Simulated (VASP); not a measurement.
Runs of VASP 6.6.1 on CdS. The cells are those of the table. 

```csv
cell,gap on the mesh (eV),pressure (GPa),largest force (eV/Å)
"a = 4.197, b = 4.197, c = 13.727 Å, angles 84.2, 87.1, 60.0°, 8 atoms",0.80,-0.2,0.69
"a = 4.197, b = 4.197, c = 13.696 Å, angles 85.6, 87.8, 60.0°, 8 atoms",0.92,-0.1,0.62
"a = 4.197, b = 4.197, c = 14.316 Å, angles 73.7, 76.6, 60.0°, 8 atoms",(b),-0.2,0.75
"a = 4.197, b = 4.197, c = 14.239 Å, angles 74.3, 77.9, 60.0°, 8 atoms",0.83,-0.2,0.73
"a = 4.197, b = 4.197, c = 13.794 Å, angles 82.0, 84.9, 60.0°, 8 atoms",(a),-0.4,0.53
```

Alike in all rows: task single point; level PBE; potentials or basis VASP PAW PBE potentials, release 64 (Cd, S); no spin polarisation; k mesh 7 × 7 × 2; cutoff (eV) 520; smearing gaussian 0.05 eV.

Estimate the missing entries.

(a) 0.64; (b) 0.71.

Caveats: semilocal functionals underestimate gaps, and a narrow one can read as zero (at least some runs).

A k mesh can miss the band edges, and the runs leave out spin-orbit coupling on Cd.
